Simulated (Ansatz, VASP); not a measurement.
# LiH: VASP beside Ansatz

The input INCAR:

```
SYSTEM = LiH
ALGO = Normal
EDIFF = 1E-6
ENCUT = 520
GGA = PE
ISIF = 2
ISMEAR = 0
LASPH = .TRUE.
LCHARG = .FALSE.
LREAL = .FALSE.
LWAVE = .FALSE.
NBANDS = 9
NELM = 80
PREC = Accurate
SIGMA = 0.02
```

Contents of KPOINTS:

```
k-points
0
G
  10 10 10
  0 0 0
```

File POSCAR:

```
LiH
1.0
    0.0000000000      1.9413977629      1.9413977629
    1.9413977629      0.0000000000      1.9413977629
    1.9413977629      1.9413977629      0.0000000000
Li H
1 1
Direct
    0.0000000000      0.0000000000      0.0000000000
    0.5000000000      0.5000000000      0.5000000000
```

Input for Ansatz:

```yaml
crystal:
  lattice:
    - [0.0, 1.9413977629, 1.9413977629]
    - [1.9413977629, 0.0, 1.9413977629]
    - [1.9413977629, 1.9413977629, 0.0]
  atoms:
    - { symbol: Li, position: [0.0, 0.0, 0.0] }
    - { symbol: H, position: [0.5, 0.5, 0.5] }
basis:
  ecutwfc: 420
kpoints:
  mp_grid: { grid: [10, 10, 10] }
hamiltonian:
  xc: pbe
scf:
  occupations: { method: gaussian, width: 0.02 }
output:
  forces: true
  stress: true
  eigenvalues: true
```

Alike in both runs: task single point; functional PBE; k mesh 10 × 10 × 10; occupations gaussian, width 0.02 eV; no spin polarisation.

|  | VASP | Ansatz |
| --- | --- | --- |
| version | VASP 6.6.1 | Ansatz 0.2.0 |
| potentials or method | VASP PAW PBE potentials, release 64 (Li_sv, H), cutoff 520 eV | scalar-relativistic, plane waves, PAW |
| valence electrons in the cell | 4 | 4 |

VASP gave:

* gap on the k mesh at the Fermi level (eV): 2.90
* least direct gap on the mesh (eV): 2.90

Question: What did Ansatz give for the same quantities?

Answer: gap on the k mesh at the Fermi level (eV): 2.91; least direct gap on the mesh (eV): 2.91.

Noted on VASP's run: the cutoff is short for stress, so the pressure is rough.
